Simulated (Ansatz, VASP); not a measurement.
Two plane-wave programs on KI

File INCAR:

```
ALGO = Normal
EDIFF = 1E-6
ENCUT = 500
GGA = PE
GGA_COMPAT = False
ISIF = 2
ISMEAR = 0
LASPH = True
LCHARG = True
LELF = True
LREAL = False
LVHAR = True
LWAVE = False
NBANDS = 15
NELM = 120
PREC = Accurate
SIGMA = 0.01
```

The input KPOINTS:

```
k-points
0
Gamma
  6 6 6
```

Contents of POSCAR:

```
KI
1.0
    0.0000000000      3.5090643863      3.5090643863
    3.5090643863      0.0000000000      3.5090643863
    3.5090643863      3.5090643863      0.0000000000
K I
1 1
Direct
    0.0000000000      0.0000000000      0.0000000000
    0.5000000000      0.5000000000      0.5000000000
```

Input for Ansatz:

```yaml
crystal:
  lattice:
    - [0.0, 3.509064386256571, 3.509064386256571]
    - [3.509064386256571, 0.0, 3.509064386256571]
    - [3.509064386256571, 3.509064386256571, 0.0]
  atoms:
    - { symbol: K, position: [0.0, 0.0, 0.0] }
    - { symbol: I, position: [0.5, 0.5, 0.5] }
basis:
  ecutwfc: 450.0
kpoints:
  mp_grid:
    grid: [6, 6, 6]
hamiltonian:
  xc: pbe
  pseudopotentials:
    kind: paw
scf:
  occupations:
    method: fixed
output:
  stress: true
```

Alike in both runs: task single point; functional PBE; k mesh 6 × 6 × 6; no spin polarisation.

|  | VASP | Ansatz |
| --- | --- | --- |
| version | VASP 6.6.1 | Ansatz 0.2.0 |
| potentials or method | VASP PAW PBE potentials, release 64 (K_sv, I), cutoff 500 eV | plane waves, PAW |
| occupations | gaussian, width 0.01 eV | fixed |
| valence electrons in the cell | 16 | 26 |

|  | VASP | Ansatz | Ansatz less VASP |
| --- | --- | --- | --- |
| pressure (GPa) | 0.9 | 0.9 | -0.04 |

VASP's potentials hold 16 valence electrons a cell and Ansatz's 26, so a difference there can come from the potentials and not from the codes.

Spin-orbit coupling is off throughout.
